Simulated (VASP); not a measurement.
Mg, 2 atoms in the cell. It takes space group Fd-3m (No. 227, cubic). The conventional cell has a = 6.895 Å, b = 6.895 Å, c = 6.895 Å, α = 90.00°, β = 90.00°, γ = 90.00°. Within 3.9 Å of Mg (site symmetry -43m) lie 4 Mg at 2.99 Å. 

| Item | Value |
| --- | --- |
| Program | VASP 6.6.1 |
| Task | relaxation of cell and atoms |
| Functional | r2SCAN |
| Potentials or basis | VASP PAW PBE potentials, release 64 (Mg) |
| Cutoff | 600 eV |
| k mesh | 14 × 14 × 14 |
| Occupations | gaussian, width 0.1 eV |
| Spin | no spin polarisation |
| Dipole correction | no |
| Further INCAR settings | ALGO = Normal; EDIFF = 1e-06; IBRION = 2; EDIFFG = -0.01; NSW = 100; ISIF = 3 |

Potentials or basis: VASP PAW PBE potentials, release 64 (Mg).

Run with:

```sh
$ cat potpaw_PBE.64/Mg/POTCAR > POTCAR
$ cp INCAR.step1 INCAR
$ mpirun -np 1 vasp_std > vasp.out
$ cp INCAR.step2 INCAR
$ mpirun -np 1 vasp_std > vasp.out
```

Hardware: 1 thread of Intel(R) Xeon(R) Platinum 8259CL CPU @ 2.50GHz (Skylake/Cascade Lake) (shared host).

Question: How long does it take, and how much memory?

Answer: It took 7 min on 1 thread of Intel(R) Xeon(R) Platinum 8259CL CPU @ 2.50GHz (Skylake/Cascade Lake), with other jobs on the host, peak memory 0.3 GiB. Counts: k points 104, ion steps 3.
